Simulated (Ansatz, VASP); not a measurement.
**BaTiO3 in VASP and in Ansatz**

```
Ba Ti O
1.0
     4.00730    0.00000    0.00000
     0.00000    4.00730    0.00000
     0.00000    0.00000    4.12752
Ba Ti O
1 1 3
Direct
  0.50000 0.50000 0.50000
  0.00000 0.00000 0.00000
  0.50000 0.00000 0.00000
  0.00000 0.50000 0.00000
  0.00000 0.00000 0.50000
```

Change from the starting cell: zz strain of +3 %, crystal datasets.

Alike in both runs: task electric field gradients; functional PBE; k mesh 8 × 8 × 8; occupations fermi-dirac, width 0.05 eV; no spin polarisation.

```csv
,VASP,Ansatz
version,VASP 6.6.1,Ansatz 0.2.0
potentials or method,"VASP PAW PBE potentials, release 64 (Ba_sv, Ti_sv, O), cutoff 520 eV","all-electron PAW with datasets made for the crystal, scalar-relativistic"
```

VASP gave:

```
pressure (GPa)                                                : -1.4
traceless stress, the component that is largest in VASP (GPa) : -3.19
size of Vzz on the site where it differs most (V/Å²)          : 6.3
```

Task: Which values does Ansatz return?

Result: Pressure (GPa): -3.0; traceless stress, the component that is largest in VASP (GPa): -3.06; size of Vzz on the site where it differs most (V/Å²): 5.7.

Ansatz ran all-electron here, and VASP with PAW potentials.

Neither program's run includes spin-orbit coupling.
